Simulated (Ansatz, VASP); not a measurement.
**Two plane-wave programs on MgZn2TeSe2**

```
Mg Zn Te Se
1.0
     4.54286    0.00000    0.00000
     0.00000    4.54286    0.00000
     0.00000    0.00000    5.97740
Mg Zn Te Se
1 2 1 2
Direct
  0.00000 0.00000 0.50000
  0.50000 0.50000 0.27076
  0.50000 0.50000 0.72924
  0.00000 0.00000 0.00000
  0.00000 0.50000 0.00000
  0.50000 0.00000 0.00000
```

Change from the starting cell: species swapped into the DyCr2Si2C type (P4/mmm, No. 123).

Alike in both runs: task relaxation of cell and atoms; functional PBE; k mesh 4 × 4 × 4; occupations gaussian, width 0.1 eV; no spin polarisation.

|  | VASP | Ansatz |
| --- | --- | --- |
| version | VASP 6.6.1 | Ansatz 0.2.0 |
| potentials or method | VASP PAW PBE potentials, release 64 (Mg, Zn, Te, Se), cutoff 600 eV | scalar-relativistic, plane waves, PAW |
| valence electrons in the cell | 44 | 82 |

```tsv
	VASP	Ansatz	Ansatz less VASP
gap on the k mesh at the Fermi level, each at its own relaxed structure (eV)	none	none	-
relaxed volume (Å³/atom)	27.92	27.90	-0.021
relaxed cell length with the largest relative difference (Å)	5.335	5.327	-0.0078
```

A gap of «none» marks a metal or a gap that the smearing closes. VASP's potentials hold 44 valence electrons a cell and Ansatz's 82, so a difference there can come from the potentials and not from the codes.

Neither program's run includes spin-orbit coupling. Noted on VASP's run: the volume moved by over 15 % at a fixed basis, so the end points are rough.
